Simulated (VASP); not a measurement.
# PbF2 in VASP: notebook, part 2 of 2

VASP 6.6.1.

## 3. Single point, r2SCAN (shear xy strain +4.2%)

File POSCAR:

```
PbF2
1.0
    0.0617146835      2.9458082816      2.9458082816
    2.9458082816      0.0617146835      2.9458082816
    3.0075229651      3.0075229651      0.0000000000
Pb F
1 2
Direct
    0.0000000000      0.0000000000      0.0000000000
    0.2451447819      0.2451447819      0.2548552181
    0.7548552181      0.7548552181      0.7451447819
```

File INCAR.step1:

```
SYSTEM = PbF2
PREC = Accurate ; ENCUT = 660
ISMEAR = 0 ; SIGMA = 0.01
LREAL = .False. ; LASPH = .True.
NELM = 120 ; NBANDS = 21
GGA = PE ; ALGO = Normal
EDIFF = 1E-5 ; LWAVE = .True.
LCHARG = .False. ; GGA_COMPAT = .False.
```

File INCAR.step2:

```
SYSTEM = PbF2
PREC = Accurate ; ENCUT = 660
EDIFF = 1E-6 ; ISMEAR = 0
SIGMA = 0.01 ; LREAL = .False.
LASPH = .True. ; NELM = 120
ALGO = Normal ; ISIF = 2
LWAVE = .False. ; LCHARG = .False.
METAGGA = R2SCAN ; LMIXTAU = .True.
NBANDS = 21 ; ISTART = 1
GGA_COMPAT = .False.
```

File KPOINTS:

```
regular mesh
0
Gamma
  8 8 8
  0 0 0
```

Potentials or basis: VASP PAW PBE potentials, release 64 (Pb_d, F).

Command:

```console
$ cat potpaw_PBE.64/Pb_d/POTCAR potpaw_PBE.64/F/POTCAR > POTCAR
$ cp INCAR.step1 INCAR
$ mpirun -np 1 vasp_std > vasp.out
$ cp INCAR.step2 INCAR
$ mpirun -np 1 vasp_std > vasp.out
```

OUTCAR:

```text
SYSTEM = PbF2
   PREC = Accurate
   ENCUT = 660
   EDIFF = 1E-6
   ISMEAR = 0
   LREAL = .False.
   LASPH = .True.
   NELM = 120
   ISIF = 2
   METAGGA = R2SCAN
   ISTART = 1

 ion  position               nearest neighbor table
   1  0.000  0.000  0.000-   3 2.53   3 2.53   2 2.53   2 2.53   2 2.57   3 2.57   3 2.57   2 2.57

   2  0.245  0.245  0.255-   1 2.53   1 2.53   1 2.57   1 2.57
   3  0.755  0.755  0.745-   1 2.53   1 2.53   1 2.57   1 2.57

  LATTYP: Found a body centered orthorhombic cell.
 ALAT       =     4.0787242816
 B/A-ratio  =     1.0427965885
 C/A-ratio  =     1.4444753203

  Lattice vectors:

 A1 = (   2.9458082816,   0.0617146835,  -2.9458082816)
 A2 = (  -2.9458082816,  -0.0617146835,  -2.9458082816)
 A3 = (   0.0617146835,   2.9458082816,   2.9458082816)

Analysis of symmetry for initial positions (statically):
=====================================================================
 Subroutine PRICEL returns:
 Original cell was already a primitive cell.

 Routine SETGRP: Setting up the symmetry group for a
 body centered orthorhombic supercell.

 Subroutine GETGRP returns: Found  8 space group operations
 (whereof  8 operations were pure point group operations)
[... 160 lines left out ...]
  ext. energy  EPLUGINS =         0.00000000
  ---------------------------------------------------
  free energy    TOTEN  =       -70.15853983 eV

  energy without entropy =      -70.15853983  energy(sigma->0) =      -70.15853983

 E-fermi :   1.8602     XC(G=0): -10.1104

 val. band max:        1.7439929625   @ k =  -0.2500   0.2500   0.5000
 cond. band min:       6.6596097993   @ k =   0.5000   0.0000   0.5000
 fundamental gap:      4.9156168368
 Fermi energy:         1.8601561697

 k-point     1 :       0.0000    0.0000    0.0000
  band No.  band energies     occupation
      1     -20.8025      2.00000
      2     -20.1829      2.00000
      3     -13.1553      2.00000
      4     -13.1544      2.00000
      5     -13.1504      2.00000
      6     -13.0950      2.00000
[... 565 lines left out ...]
     20      17.5184      0.00000
     21      19.1847      0.00000

 [... further k-points ...]
[... 5 lines left out ...]
  --------------------------------------------------------------------------------------
  -------------------------------------------------------------------------------------
  Total        0.3384866      0.3384866      0.3585367     -0.3216062      0.0000000      0.0000000
  in kB       10.6120487     10.6120487     11.2406514    -10.0828234      0.0000000      0.0000000
  external PRESSURE =      10.8215830 kB  Pullay stress =       0.0000000 kB

 VOLUME and BASIS-vectors are now :
 -----------------------------------------------------------------------------
  energy-cutoff  :      660.00
  volume of cell :       51.10
      direct lattice vectors                 reciprocal lattice vectors
     0.061714683  2.945808282  2.945808282    -0.173364693  0.173364693  0.169732702
     2.945808282  0.061714683  2.945808282     0.173364693 -0.173364693  0.169732702
     3.007522965  3.007522965  0.000000000     0.166249770  0.166249770 -0.169732702

 POSITION                                       TOTAL-FORCE (eV/Angst)
 -----------------------------------------------------------------------------------
      0.00000      0.00000      0.00000        -0.000000      0.000000      0.000000
      1.50376      1.50376      1.44430         0.000000     -0.000000     -0.002500
      4.51128      4.51128      4.44732         0.000000     -0.000000      0.002500
 -----------------------------------------------------------------------------------
    total drift:                                0.000000      0.000000      0.000000

  FREE ENERGIE OF THE ION-ELECTRON SYSTEM (eV)
  ---------------------------------------------------
  free  energy   TOTEN  =       -70.1585398255 eV

  energy  without entropy=      -70.1585398255  energy(sigma->0) =      -70.15853983
```

OUTCAR.step1:

```text
SYSTEM = PbF2
   PREC = Accurate
   ENCUT = 660
   ISMEAR = 0
   LREAL = .False.
   LASPH = .True.
   NELM = 120
[... 802 lines left out ...]
      0.00000      0.00000      0.00000         0.000000      0.000000     -0.000000
      1.50376      1.50376      1.44430         0.000000      0.000000     -0.006665
      4.51128      4.51128      4.44732        -0.000000     -0.000000      0.006665
 -----------------------------------------------------------------------------------
    total drift:                                0.000000      0.000000      0.000000

  FREE ENERGIE OF THE ION-ELECTRON SYSTEM (eV)
  ---------------------------------------------------
  free  energy   TOTEN  =       -14.3131424049 eV

  energy  without entropy=      -14.3131424049  energy(sigma->0) =      -14.31314240
```

It took 12 min on 1 thread of Oxide Virtual Turin-like, shared host; peak memory 0.27 GiB.

Results:

```yaml
Free_energy: -70.1585 eV
Pressure: 1.1 GPa
Band_gap_on_the_k_mesh: 4.92 eV (least direct gap 5.06 eV)
```

Forces on the atoms (eV/Å):
```
Pb   0.000  0.000  0.000
F    0.000  0.000 -0.003
F    0.000  0.000  0.003
```

Levels at points of the mesh, in eV from the valence-band top:
```csv
k point,band 10,band 11,band 12,band 13,band 14,band 15,band 16,band 17,band 18,band 19
"(0.00, 0.00, 0.00)",-2.77,-2.73,-2.30,-2.27,-2.24,7.11,7.33,7.53,10.74,15.93
"(0.50, 0.00, 0.00)",-3.00,-2.94,-2.50,-2.45,-0.08,5.44,8.19,8.29,13.44,13.96
"(0.50, 0.50, 0.00)",-3.79,-1.85,-1.85,-1.83,-0.15,4.94,8.33,8.70,9.04,15.12
"(0.00, 0.00, 0.50)",-3.00,-2.94,-2.44,-2.39,-0.06,5.29,8.30,8.41,13.52,14.14
"(0.50, 0.00, 0.50)",-3.86,-1.85,-1.85,-1.84,-0.15,4.92,8.49,8.52,9.04,15.10
```

Caveat: the cell differs from its parent crystal (shear xy strain +4.2%); the PAW data sets were made with another functional, which shifts forces and pressure a little; spin-orbit coupling is left out, which moves the levels of the heavy elements.
